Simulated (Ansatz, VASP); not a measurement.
Two plane-wave programs on In3As

```xyz
4
Lattice="3.9704 0.0000 0.0000 0.0000 5.8486 0.0000 -1.2692 0.0000 4.1230" Properties=species:S:1:pos:R:3 pbc="T T T"
In    1.9852    4.6963    0.0000
In    1.9852    1.1523    0.0000
In    0.0000    0.0000    0.0000
As    1.9852    2.9243    0.0000
```

Alike in both runs: task relaxation of cell and atoms; functional PBE; k mesh 4 × 4 × 4; occupations gaussian, width 0.1 eV; no spin polarisation.

```csv
,VASP,Ansatz
version,VASP 6.6.1,Ansatz 0.2.0
potentials or method,"VASP PAW PBE potentials, release 64 (In_d, As_d), cutoff 600 eV","scalar-relativistic, plane waves, PAW"
valence electrons in the cell,54,54
```

Ansatz gave:

| Item | Value |
| --- | --- |
| gap on the k mesh at the Fermi level, each at its own relaxed structure (eV) | none |
| relaxed volume (Å³/atom) | 29.17 |
| relaxed cell length with the largest relative difference (Å) | 3.619 |

Q: Estimate VASP's values.

A: gap on the k mesh at the Fermi level, each at its own relaxed structure (eV): none; relaxed volume (Å³/atom): 31.74; relaxed cell length with the largest relative difference (Å): 2.975.

A gap of «none» marks a metal or a gap that the smearing closes. One of these differences is far larger than is usual between the two programs; its cause wasn't traced.

The k mesh is coarse, so the values compare programs but aren't converged. Noted on VASP's run: the volume moved by over 15 % at a fixed basis, so the end points are rough.
